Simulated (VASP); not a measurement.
# Nb (Fd-3m) in VASP: notebook

Runs on Nb. Level: PBE. Tasks: single point.

Everything below comes from runs of VASP 6.6.1. Logs are shortened: lines on timing, memory, paths and dates and some standing lists are left out, and cuts for length are marked.

## 1. The cell of the first run

Symmetry: Fd-3m, No. 227, cubic system. The conventional cell has a = 5.994 Å, b = 5.994 Å, c = 5.994 Å, α = 90.00°, β = 90.00°, γ = 90.00°. Nb (site symmetry -43m) has 4 Nb at 2.60 Å within 3.4 Å.

## 2. Single point, PBE (volume scaled by 1.04)

File INCAR:

```
SYSTEM = Nb
PREC     = Accurate       ! precision mode
ENCUT    = 520            ! plane-wave cutoff, eV
EDIFF    = 1E-7           ! SCF threshold, eV
ISMEAR   = -1             ! smearing method
SIGMA    = 0.1            ! smearing width, eV
LREAL    = .False.        ! projectors in reciprocal space
LASPH    = .True.         ! aspherical terms in the spheres
NELM     = 100            ! most SCF steps
ALGO     = Normal         ! electronic algorithm
ISIF     = 2              ! what is computed and relaxed
LWAVE    = .False.        ! write WAVECAR
LCHARG   = .True.         ! write CHGCAR
GGA      = PE             ! functional
LELF     = .True.         ! ELF
LVHAR    = .True.       
NBANDS   = 20             ! bands
```

File KPOINTS:

```
Automatic mesh
0
Gamma
  10 10 10
  0 0 0
```

File POSCAR:

```
Nb
1.0
    0.0000000000      2.9969481189      2.9969481189
    2.9969481189      0.0000000000      2.9969481189
    2.9969481189      2.9969481189      0.0000000000
Nb
2
Direct
    0.1250000000      0.1250000000      0.1250000000
    0.8750000000      0.8750000000      0.8750000000
```

Potentials or basis: VASP PAW PBE potentials, release 64 (Nb_sv).

Command:

```sh
$ cat potpaw_PBE.64/Nb_sv/POTCAR > POTCAR
$ mpirun -np 1 vasp_std > vasp.out
```

OUTCAR:

```text
SYSTEM = Nb
   PREC = Accurate
   ENCUT = 520
   EDIFF = 1E-7
   ISMEAR = -1
   LREAL = .False.
   LASPH = .True.
   NELM = 100
   ISIF = 2
   GGA = PE

 ion  position               nearest neighbor table
   1  0.125  0.125  0.125-   2 2.60   2 2.60   2 2.60   2 2.60
   2  0.875  0.875  0.875-   1 2.60   1 2.60   1 2.60   1 2.60

  LATTYP: Found a face centered cubic cell.
 ALAT       =     5.9938962378

  Lattice vectors:

 A1 = (   0.0000000000,   2.9969481189,   2.9969481189)
 A2 = (   2.9969481189,   0.0000000000,   2.9969481189)
 A3 = (   2.9969481189,   2.9969481189,   0.0000000000)

Analysis of symmetry for initial positions (statically):
=====================================================================
 Subroutine PRICEL returns:
 Original cell was already a primitive cell.

 Routine SETGRP: Setting up the symmetry group for a
 face centered cubic supercell.

 Subroutine GETGRP returns: Found 48 space group operations
 (whereof 12 operations were pure point group operations)
 out of a pool of 48 trial point group operations.

The static configuration has the point symmetry D_3d.
 The point group associated with its full space group is O_h .

Analysis of symmetry for dynamics (positions and initial velocities):
=====================================================================
 Subroutine PRICEL returns:
 Original cell was already a primitive cell.

 Routine SETGRP: Setting up the symmetry group for a
 face centered cubic supercell.

 Subroutine GETGRP returns: Found 48 space group operations
 (whereof 12 operations were pure point group operations)
 out of a pool of 48 trial point group operations.

The dynamic configuration has the point symmetry D_3d.
 The point group associated with its full space group is O_h .

 Subroutine INISYM returns: Found 48 space group operations
 (whereof 12 operations are pure point group operations),
 and found     1 'primitive' translations

----------------------------------------------------------------------------------------

                                     Primitive cell

  volume of cell :      53.8354

  direct lattice vectors                    reciprocal lattice vectors
     0.000000000  2.996948119  2.996948119    -0.166836388  0.166836388  0.166836388
     2.996948119  0.000000000  2.996948119     0.166836388 -0.166836388  0.166836388
     2.996948119  2.996948119  0.000000000     0.166836388  0.166836388 -0.166836388

  length of vectors
     4.238324675  4.238324675  4.238324675     0.288969101  0.288969101  0.288969101

  position of ions in fractional coordinates (direct lattice)
     0.125000000  0.125000000  0.125000000
     0.875000000  0.875000000  0.875000000

  ion indices of the primitive-cell ions
   primitive index   ion index
                 1           1
                 2           2

----------------------------------------------------------------------------------------

 KPOINTS: Automatic mesh

Automatic generation of k-mesh.
 Grid dimensions read from file:
 generate k-points for:   10   10   10

 Generating k-lattice:

  Cartesian coordinates                     Fractional coordinates (reciprocal lattice)
    -0.016683639  0.016683639  0.016683639     0.100000000  0.000000000  0.000000000
     0.016683639 -0.016683639  0.016683639     0.000000000  0.100000000  0.000000000
     0.016683639  0.016683639 -0.016683639     0.000000000  0.000000000  0.100000000

  Length of vectors
     0.028896910  0.028896910  0.028896910

  Shift w.r.t. Gamma in fractional coordinates (k-lattice)
     0.000000000  0.000000000  0.000000000

 Subroutine IBZKPT returns following result:
 ===========================================

 Found     47 irreducible k-points:

 Following reciprocal coordinates:
            Coordinates               Weight
  0.000000  0.000000  0.000000      1.000000
  0.100000  0.000000  0.000000      8.000000
  0.200000  0.000000  0.000000      8.000000
  0.300000  0.000000  0.000000      8.000000
  0.400000  0.000000  0.000000      8.000000
  0.500000  0.000000  0.000000      4.000000
[... 16 lines left out ...]
  0.300000  0.300000  0.000000      6.000000
  0.400000  0.300000  0.000000     24.000000
 [... further k-points ...]
   k-points           NKPTS =     47   k-points in BZ     NKDIM =     47   number of bands    NBANDS=     20
   number of dos      NEDOS =    301   number of ions     NIONS =      2
   total plane-waves  NPLWV =  32768
   dimension x,y,z NGX =    32 NGY =   32 NGZ =   32
   dimension x,y,z NGXF=    64 NGYF=   64 NGZF=   64
   ions per type =               2
   NGX,Y,Z   is equivalent  to a cutoff of  12.55, 12.55, 12.55 a.u.
   NGXF,Y,Z  is equivalent  to a cutoff of  25.10, 25.10, 25.10 a.u.
 SYSTEM =  Nb
   PREC   = accura    normal or accurate (medium, high low for compatibility)
   ISTART =      0    job   : 0-new  1-cont  2-samecut
   ICHARG =      2    charge: 1-file 2-atom 10-const
   ISPIN  =      1    spin polarized calculation?
   LNONCOLLINEAR =      F non collinear calculations
   LSORBIT =      F    spin-orbit coupling
   LASPH  =      T    aspherical Exc in radial PAW
   ENCUT  =  520.0 eV  38.22 Ry    6.18 a.u.   7.88  7.88  7.88*2*pi/ulx,y,z
   NELM   =    100;   NELMIN=  2; NELMDL= -5     # of ELM steps
   EDIFF  = 0.1E-06   stopping-criterion for ELM
   LREAL  =      F    real-space projection
   EDIFFG = 0.1E-05   stopping-criterion for IOM
   NSW    =      0    number of steps for IOM
   IBRION =     -1    ionic relax: 0-MD 1-quasi-New 2-CG
   NFREE  =      0    steps in history (QN), initial steepest desc. (CG)
   ISIF   =      2    stress and relaxation
   ISYM   =      2    0-nonsym 1-usesym 2-fastsym
   POTIM  = 0.5000    time-step for ionic-motion
   TEBEG  =    0.0;   TEEND  =   0.0 temperature during run
   PSTRESS=    0.0 pullay stress
   NELECT =      26.0000    total number of electrons
   NUPDOWN=      -1.0000    fix difference up-down
   EMIN   =  10.00;   EMAX   =-10.00  energy-range for DOS
   EFERMI =   0.00;   METHOD = LEGACY
   ISMEAR =    -1;   SIGMA  =   0.10  broadening in eV -4-tet -1-fermi 0-gaus
   EFERMI_NEDOS =   21; number of points for ismear=-14 and -15
   IALGO  =     38    algorithm
   IMIX   =      4    mixing-type and parameters
     AMIX     =   0.40;   BMIX     =  1.00
     AMIX_MAG =   1.60;   BMIX_MAG =  1.00
  volume/ion in A,a.u.               =      26.92       181.65
  Fermi-wavevector in a.u.,A,eV,Ry     =   1.284429  2.427219 22.446314  1.649758
  Thomas-Fermi vector in A             =   2.416623
   LORBIT       =      0    0 simple, 1 ext, 2 COOP (PROOUT), +10 PAW based schemes
   GGA     = PE    functional components
   LHFCALC =     F    Hartree Fock is set to
   AEXX    =    0.0000 exact exchange contribution
   IVDW    =     0    specifies the selected vdW correction
   LEPSILON=     F    determine dielectric tensor
   LRPA    =     F    only Hartree local field effects (RPA)
 non-spin polarized calculation
  energy-cutoff  :      520.00
  volume of cell :       53.84
 maximum number of plane-waves:      1467
   NGX = 15   NGY = 15   NGZ = 15

 number of electron      25.9999997 magnetization

 Free energy of the ion-electron system (eV)
  ---------------------------------------------------
  ext. energy  EPLUGINS =         0.00000000
  ---------------------------------------------------
  free energy    TOTEN  =       -15.39615087 eV

  energy without entropy =      -15.26979787  energy(sigma->0) =      -15.33297437

 E-fermi :   6.2644     XC(G=0): -10.1290

 val. band max:        6.2349550118   @ k =   0.4000   0.3000   0.0000
 cond. band min:       6.2663582717   @ k =  -0.4000   0.2000   0.1000
 fundamental gap:      0.0314032599
 Fermi energy:         6.2643972063

 k-point     1 :       0.0000    0.0000    0.0000
  band No.  band energies     occupation
      1     -48.2249      2.00000
      2     -47.6352      2.00000
      3     -24.5901      2.00000
      4     -24.5901      2.00000
      5     -24.5901      2.00000
      6     -23.5853      2.00000
[... 12 lines left out ...]
     19      11.2591      0.00000
     20      16.6306      0.00000

 k-point     2 :       0.1000    0.0000    0.0000
  band No.  band energies     occupation
      1     -48.2145      2.00000
      2     -47.6463      2.00000
      3     -24.6026      2.00000
      4     -24.6026      2.00000
      5     -24.5895      2.00000
      6     -23.5863      2.00000
[... 12 lines left out ...]
     19      11.2325      0.00000
     20      16.0445      0.00000

 k-point     3 :       0.2000    0.0000    0.0000
  band No.  band energies     occupation
      1     -48.1850      2.00000
      2     -47.6775      2.00000
      3     -24.6339      2.00000
      4     -24.6339      2.00000
      5     -24.5884      2.00000
      6     -23.5882      2.00000
[... 12 lines left out ...]
     19      11.1389      0.00000
     20      15.4283      0.00000

 k-point     4 :       0.3000    0.0000    0.0000
  band No.  band energies     occupation
      1     -48.1426      2.00000
      2     -47.7220      2.00000
      3     -24.6700      2.00000
      4     -24.6700      2.00000
      5     -24.5883      2.00000
      6     -23.5892      2.00000
[... 12 lines left out ...]
     19      10.9455      0.00000
     20      13.5404      0.00000

 k-point     5 :       0.4000    0.0000    0.0000
  band No.  band energies     occupation
      1     -48.1002      2.00000
      2     -47.7661      2.00000
      3     -24.6975      2.00000
      4     -24.6975      2.00000
      5     -24.5892      2.00000
      6     -23.5888      2.00000
[... 12 lines left out ...]
     19      10.6520      0.00000
     20      11.8457      0.00000
[... 353 lines left out ...]
      6     -23.7290      2.00000
[... 12 lines left out ...]
     19      11.3551      0.00000
     20      12.4077      0.00000

 k-point    22 :      -0.2000    0.2000    0.0000
  band No.  band energies     occupation
      1     -48.1256      2.00000
      2     -47.7398      2.00000
      3     -24.7567      2.00000
      4     -24.6714      2.00000
      5     -24.4984      2.00000
      6     -23.6763      2.00000
[... 12 lines left out ...]
     19      11.4657      0.00000
     20      14.0815      0.00000

 k-point    23 :       0.3000    0.3000    0.0000
  band No.  band energies     occupation
      1     -48.1063      2.00000
      2     -47.7598      2.00000
      3     -24.7550      2.00000
      4     -24.7550      2.00000
      5     -24.3867      2.00000
      6     -23.8014      2.00000
[... 12 lines left out ...]
     19      11.4417      0.00000
     20      14.1181      0.00000

 k-point    24 :       0.4000    0.3000    0.0000
  band No.  band energies     occupation
      1     -48.0644      2.00000
      2     -47.8031      2.00000
      3     -24.7907      2.00000
      4     -24.7807      2.00000
      5     -24.3261      2.00000
      6     -23.8617      2.00000
[... 12 lines left out ...]
     19      11.3504      0.00000
     20      12.8079      0.00000

 [... further k-points ...]
[... 5 lines left out ...]
  --------------------------------------------------------------------------------------
  -------------------------------------------------------------------------------------
  Total       -0.8118283     -0.8118283     -0.8118283      0.0000000      0.0000000      0.0000000
  in kB      -24.1605659    -24.1605659    -24.1605659      0.0000000      0.0000000      0.0000000
  external PRESSURE =     -24.1605659 kB  Pullay stress =       0.0000000 kB

 VOLUME and BASIS-vectors are now :
 -----------------------------------------------------------------------------
  energy-cutoff  :      520.00
  volume of cell :       53.84
      direct lattice vectors                 reciprocal lattice vectors
     0.000000000  2.996948119  2.996948119    -0.166836388  0.166836388  0.166836388
     2.996948119  0.000000000  2.996948119     0.166836388 -0.166836388  0.166836388
     2.996948119  2.996948119  0.000000000     0.166836388  0.166836388 -0.166836388

 POSITION                                       TOTAL-FORCE (eV/Angst)
 -----------------------------------------------------------------------------------
      0.74924      0.74924      0.74924        -0.000000      0.000000     -0.000000
      5.24466      5.24466      5.24466         0.000000     -0.000000      0.000000
 -----------------------------------------------------------------------------------
    total drift:                                0.000000      0.000000     -0.000000

  FREE ENERGIE OF THE ION-ELECTRON SYSTEM (eV)
  ---------------------------------------------------
  free  energy   TOTEN  =       -15.3961508736 eV

  energy  without entropy=      -15.2697978671  energy(sigma->0) =      -15.33297437
```

Wall time 20 s (1 thread of Intel Xeon 6975P-C (Granite Rapids), shared host); peak memory 0.19 GiB.

What came out:

| Quantity | Value |
| --- | --- |
| Free energy | -15.3962 eV |
| Pressure | -2.4 GPa |
| Band gap on the k mesh | zero (band 13 reaches 6.74 eV, above the bottom of band 14 at 5.58 eV) |

Levels at points of the mesh, in eV from the Fermi level:
```csv
k point,band 11,band 12,band 13,band 14,band 15,band 16
"(0.00, 0.00, 0.00)",-1.30,-0.50,-0.50,-0.50,1.84,1.84
"(0.50, 0.00, 0.00)",-1.13,-1.13,-0.69,-0.69,0.56,2.86
"(0.50, 0.50, 0.00)",-0.62,-0.62,0.22,0.22,1.32,1.32
```

## 3. Single point, PBE (volume scaled by 1.08)

File INCAR:

```
SYSTEM = Nb
  PREC = Accurate
  ENCUT = 520
  EDIFF = 1E-6
  ISMEAR = -1
  SIGMA = 0.1
  LREAL = .FALSE.
  LASPH = .TRUE.
  NELM = 60
  ALGO = Normal
  ISIF = 2
  LWAVE = .FALSE.
  LCHARG = .FALSE.
  GGA = PE
  NBANDS = 20
```

File KPOINTS:

```
Automatic mesh
0
G
  10 10 10
  0 0 0
```

File POSCAR:

```
Nb
1.0
    0.0000000000      3.0348881987      3.0348881987
    3.0348881987      0.0000000000      3.0348881987
    3.0348881987      3.0348881987      0.0000000000
Nb
2
Direct
    0.1250000000      0.1250000000      0.1250000000
    0.8750000000      0.8750000000      0.8750000000
```

Potentials or basis: VASP PAW PBE potentials, release 64 (Nb_sv).

Command:

```sh
$ cat potpaw_PBE.64/Nb_sv/POTCAR > POTCAR
$ mpirun -np 1 vasp_std > vasp.out
```

Wall time 16 s (1 thread of Intel Xeon 6975P-C (Granite Rapids), shared host); peak memory 0.19 GiB.

Results (log left out):

* Free energy: -15.3530 eV
* Pressure: -4.4 GPa
* Band gap on the k mesh: zero (band 13 reaches 6.33 eV, above the bottom of band 14 at 5.26 eV)

Levels at points of the mesh, in eV from the Fermi level:
```
           k point  band 9  band 10  band 11  band 12  band 13  band 14  band 15  band 16  band 17  band 18
(0.00, 0.00, 0.00)   -4.24    -1.20    -1.20    -0.48    -0.48    -0.48     1.78     1.78     1.78     4.80
(0.50, 0.00, 0.00)   -1.82    -1.29    -1.03    -1.03    -0.63    -0.63     0.49     2.75     2.75     4.04
(0.50, 0.50, 0.00)   -2.03    -2.03    -0.57    -0.57     0.12     0.12     1.32     1.32     4.33     4.33
```

(Continued in part 2 of 2.)
